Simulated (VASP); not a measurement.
A run of VASP 6.6.1 is set up as follows.

The input POSCAR:

```
Cu
1.0
    0.0000000000      2.6245551417      2.6245551417
    2.6245551417      0.0000000000      2.6245551417
    2.6245551417      2.6245551417      0.0000000000
Cu
2
Direct
    0.1250000000      0.1250000000      0.1250000000
    0.8750000000      0.8750000000      0.8750000000
```

The input INCAR.step1:

```
SYSTEM = Cu
ALGO = Normal
EDIFF = 1E-5
ENCUT = 660
GGA = PE
GGA_COMPAT = .FALSE.
ISMEAR = -1
LASPH = .TRUE.
LCHARG = .FALSE.
LMAXMIX = 4
LREAL = .FALSE.
LSORBIT = .TRUE.
LWAVE = .TRUE.
MAGMOM = 0 0 0 0 0 0
NBANDS = 34
NELM = 200
PREC = Accurate
SIGMA = 0.1
```

The input INCAR.step2:

```
SYSTEM = Cu
ALGO = Normal
EDIFF = 1E-6
ENCUT = 660
GGA_COMPAT = .FALSE.
ISIF = 2
ISMEAR = -1
ISTART = 1
LASPH = .TRUE.
LCHARG = .FALSE.
LMAXMIX = 4
LMIXTAU = .TRUE.
LORBIT = 11
LORBMOM = .TRUE.
LREAL = .FALSE.
LSORBIT = .TRUE.
LWAVE = .FALSE.
MAGMOM = 0 0 0 0 0 0
METAGGA = R2SCAN
NBANDS = 34
NELM = 200
PREC = Accurate
SIGMA = 0.1
```

Contents of KPOINTS:

```
k-points
0
G
  10 10 10
  0 0 0
```

Potentials or basis: VASP PAW PBE potentials, release 64 (Cu).

Run with:

```bash
$ cat potpaw_PBE.64/Cu/POTCAR > POTCAR
$ cp INCAR.step1 INCAR
$ mpirun -np 1 vasp_ncl > vasp.out
$ cp INCAR.step2 INCAR
$ mpirun -np 1 vasp_ncl > vasp.out
```

Task: Predict the pressure.

Result: 0.4 GPa.

Task: What does it give for the net moment?

Result: 0.00 μB per cell.

Moments on the atoms (μB; x, y, z):
```
Cu  0.00 0.00 0.00
Cu  0.00 0.00 0.00
```

Caveat: the PAW data sets were made with another functional, which shifts forces and pressure a little.
